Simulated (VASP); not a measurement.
SnSe:

```
Sn Se
1.0
     0.00000    3.02815    3.02815
     3.02815    0.00000    3.02815
     3.02815    3.02815    0.00000
Sn Se
1 1
Direct
  0.00000 0.00000 0.00000
  0.50000 0.50000 0.50000
```

| Quantity | Value |
| --- | --- |
| Program | VASP 6.6.1 |
| Task | relaxation of cell and atoms |
| Functional | PBEsol |
| Potentials or basis | VASP PAW PBE potentials, release 64 (Sn_d, Se) |
| Cutoff | 600 eV |
| k mesh | 6 × 6 × 6 |
| Occupations | fermi-dirac, width 0.02 eV |
| Spin | no spin polarisation |

At the start: pressure -3.0 GPa; volume 27.77 Å³/atom.

Problem. Where does the relaxation end?

Solution. Over 3 steps the energy falls by 16.3 meV/atom and the volume is 26.13 Å³/atom (-5.9 %); space group Fm-3m (No. 225, to 0.05 Å).

The path:
```
step  energy change (eV)  largest force (eV/Å)  pressure (GPa)  volume (Å³)
   1              0.0000                0.0000           -3.04        55.53
   2             -0.0301                0.0000            0.97        51.41
   3             -0.0327                0.0000            0.02        52.26
```

Final structure:
```cif
data_structure
_symmetry_space_group_name_H-M 'P 1'
_symmetry_Int_Tables_number 1
_cell_length_a 4.1965
_cell_length_b 4.1965
_cell_length_c 4.1965
_cell_angle_alpha 60.000
_cell_angle_beta 60.000
_cell_angle_gamma 60.000
_cell_volume 52.26
loop_
_atom_site_label
_atom_site_type_symbol
_atom_site_fract_x
_atom_site_fract_y
_atom_site_fract_z
_atom_site_occupancy
Sn1 Sn 0.00000 0.00000 0.00000 1
Se1 Se 0.50000 0.50000 0.50000 1
```

Caveat: the PAW data sets were made with another functional, which shifts forces and pressure a little.
